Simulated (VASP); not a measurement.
Input of a VASP 6.6.1 run:

INCAR

```
PREC     = Accurate       # precision mode
ENCUT    = 520            # plane-wave cutoff, eV
EDIFF    = 1E-7           # SCF threshold, eV
ISMEAR   = -1             # smearing method
SIGMA    = 0.1            # smearing width, eV
LREAL    = False          # projectors in reciprocal space
LASPH    = True           # aspherical terms in the spheres
NELM     = 100            # most SCF steps
ALGO     = Normal         # electronic algorithm
ISIF     = 2              # what is computed and relaxed
LWAVE    = False          # write WAVECAR
LCHARG   = True           # write CHGCAR
GGA      = RE             # functional
LELF     = True           # ELF
LVHAR    = True         
NBANDS   = 10             # bands
```

The input KPOINTS:

```
regular mesh
0
Gamma
  13 13 13
```

The input POSCAR:

```
K
1.0
    0.0000000000      3.2787249295      3.2787249295
    3.2787249295      0.0000000000      3.2787249295
    3.2787249295      3.2787249295      0.0000000000
K
1
Direct
    0.0000000000      0.0000000000      0.0000000000
```

Potentials or basis: VASP PAW PBE potentials, release 64 (K_sv).

Launch:

```sh
$ cat potpaw_PBE.64/K_sv/POTCAR > POTCAR
$ mpirun -np 1 vasp_std > vasp.out
```

Task: Predict the band gap on the k mesh.

Result: Zero (an odd number of electrons rules out a gap without spin polarisation).

Task: Predict the pressure.

Result: 0.5 GPa.

Caveat: the PAW data sets were made with another functional, which shifts forces and pressure a little.
